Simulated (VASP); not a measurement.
Set up this calculation in VASP 6.6.1, as the native input.

| Property | Result |
| --- | --- |
| Task | single point |
| Functional | PBE |
| Potentials or basis | VASP PAW PBE potentials, release 64 (Na_pv) |
| Cutoff | 520 eV |
| k mesh | 9 × 9 × 9 |
| Occupations | fermi-dirac, width 0.05 eV |
| Spin | no spin polarisation |
| Dipole correction | no |
| Further INCAR settings | ALGO = Normal; EDIFF = 1e-06; NBANDS = 10 |

The structure of Na lies in POSCAR:

```
Na
1.0
   -2.1691742836      2.1691742836      2.1691742836
    2.1691742836     -2.1691742836      2.1691742836
    2.1691742836      2.1691742836     -2.1691742836
Na
1
Direct
    0.0000000000      0.0000000000      0.0000000000
```

This cell differs from its parent crystal: volume scaled by 1.04.

The input as run:

INCAR

```
PREC = Accurate
ENCUT = 520
EDIFF = 1E-6
ISMEAR = -1
SIGMA = 0.05
LREAL = F
LASPH = T
NELM = 100
ALGO = Normal
ISIF = 2
LWAVE = F
LCHARG = T
GGA = PE
LELF = T
LVHAR = T
NBANDS = 10
```

KPOINTS

```
Automatic mesh
0
Gamma
  9 9 9
```

Potentials or basis: VASP PAW PBE potentials, release 64 (Na_pv).

Command:

```console
$ cat potpaw_PBE.64/Na_pv/POTCAR > POTCAR
$ mpirun -np 1 vasp_std > vasp.out
```

Results of the run:

The pressure is -0.7 GPa.

It took 4.3 s on 1 thread of Intel(R) Xeon(R) 6975P-C (Granite Rapids) (shared host), peak memory 0.15 GiB.
